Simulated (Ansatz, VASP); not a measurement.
## One calculation of Be, two programs

Contents of INCAR:

```
ALGO = Normal ; EDIFF = 1E-6
ENCUT = 520 ; GGA = RP
ISIF = 2 ; ISMEAR = -1
LASPH = True ; LCHARG = False
LREAL = False ; LWAVE = False
NBANDS = 9 ; NELM = 100
PREC = Accurate ; SIGMA = 0.1
```

KPOINTS

```
k-points
0
Gamma
  12 12 12
```

The input POSCAR:

```
Be
1.0
    0.0000000000      2.4037155602      2.4037155602
    2.4037155602      0.0000000000      2.4037155602
    2.4037155602      2.4037155602      0.0000000000
Be
2
Direct
    0.1250000000      0.1250000000      0.1250000000
    0.8750000000      0.8750000000      0.8750000000
```

Input for Ansatz:

```yaml
crystal:
  lattice:
    - [0.0, 2.4037155602, 2.4037155602]
    - [2.4037155602, 0.0, 2.4037155602]
    - [2.4037155602, 2.4037155602, 0.0]
  atoms:
    - { symbol: Be, position: [0.125, 0.125, 0.125] }
    - { symbol: Be, position: [0.875, 0.875, 0.875] }
hamiltonian:
  xc: rpbe
  pseudopotentials:
    kind: paw
    azcp:
      Be: "pseudopotentials/Be.paw.azcp"
basis:
  ecutwfc: 420
  fft_grid_basis: typed
kpoints:
  mp_grid: { grid: [12, 12, 12], shift: [0, 0, 0] }
magnetization:
  spin_polarized: false
scf:
  occupations: { method: fermi_dirac, width: 0.1 }
  lower_state_search: "off"
output:
  stress: true
  write_density: true
  write_potential: true
  elf: true
  volumetric_format: npy
```

Alike in both runs: task single point; functional RPBE; k mesh 12 × 12 × 12; occupations fermi-dirac, width 0.1 eV; no spin polarisation.

|  | VASP | Ansatz |
| --- | --- | --- |
| version | VASP 6.6.1 | Ansatz 0.2.0 |
| potentials or method | VASP PAW PBE potentials, release 64 (Be), cutoff 520 eV | plane waves (420 eV) with PAW, scalar-relativistic |
| valence electrons in the cell | 4 | 4 |

```tsv
	VASP	Ansatz	Ansatz less VASP
pressure (GPa)	4.0	4.0	+0.01
```

VASP's potentials were made for PBE, not for RPBE. With one functional, cell and mesh, what is left measures potentials, basis and numerics.
